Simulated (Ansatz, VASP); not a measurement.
# Two plane-wave programs on Ge

The input POSCAR:

```
Ge
1.0
   -1.6879910177      1.6879910177      1.6879910177
    1.6879910177     -1.6879910177      1.6879910177
    1.6879910177      1.6879910177     -1.6879910177
Ge
1
Direct
    0.0000000000      0.0000000000      0.0000000000
```

Contents of INCAR.step1:

```
SYSTEM = Ge
PREC = Accurate ; ENCUT = 600
ISMEAR = -1 ; SIGMA = 0.1
LREAL = .FALSE. ; LASPH = .TRUE.
NELM = 60 ; GGA = PE
ALGO = Normal ; EDIFF = 1E-4
LWAVE = .TRUE. ; LCHARG = .FALSE.
```

Contents of INCAR.step2:

```
SYSTEM = Ge
PREC = Accurate ; ENCUT = 600
EDIFF = 1E-7 ; ISMEAR = -1
SIGMA = 0.1 ; LREAL = .FALSE.
LASPH = .TRUE. ; NELM = 60
ALGO = Normal ; ISIF = 3
LWAVE = .FALSE. ; LCHARG = .FALSE.
METAGGA = R2SCAN ; LMIXTAU = .TRUE.
IBRION = 2 ; NSW = 80
EDIFFG = -0.01 ; ISTART = 1
```

KPOINTS

```
regular mesh
0
G
  13 13 13
  0 0 0
```

Input for Ansatz:

```yaml
crystal:
  lattice:
    - [-1.6879910177, 1.6879910177, 1.6879910177]
    - [1.6879910177, -1.6879910177, 1.6879910177]
    - [1.6879910177, 1.6879910177, -1.6879910177]
  atoms:
    - { symbol: Ge, position: [0.0, 0.0, 0.0] }
hamiltonian:
  xc: r2scan
  pseudopotentials:
    kind: paw
    azcp:
      Ge: "pseudopotentials/Ge.paw.azcp"
basis:
  ecutwfc: 500
  fft_grid_basis: typed
kpoints:
  mp_grid: { grid: [13, 13, 13], shift: [0, 0, 0] }
magnetization:
  spin_polarized: false
scf:
  occupations: { method: fermi_dirac, width: 0.1 }
relax:
  max_steps: 60
  f_tol: 0.01
  cell: {}
output:
  write_density: true
  write_potential: true
  elf: true
  volumetric_format: npy
```

Alike in both runs: task relaxation of cell and atoms; functional r2SCAN; k mesh 13 × 13 × 13; occupations fermi-dirac, width 0.1 eV; no spin polarisation.

|  | VASP | Ansatz |
| --- | --- | --- |
| version | VASP 6.6.1 | Ansatz 0.2.0 |
| potentials or method | VASP PAW PBE potentials, release 64 (Ge_d), cutoff 600 eV | plane waves (500 eV) with PAW, scalar-relativistic |
| valence electrons in the cell | 14 | 14 |

```csv
,VASP,Ansatz,Ansatz less VASP
relaxed volume (Å³/atom),18.72,18.76,+0.040
relaxed length of the cell vector where the two differ most in proportion (Å),2.897,2.899,+0.0021
```

VASP's potentials were made for PBE, not for r2SCAN.
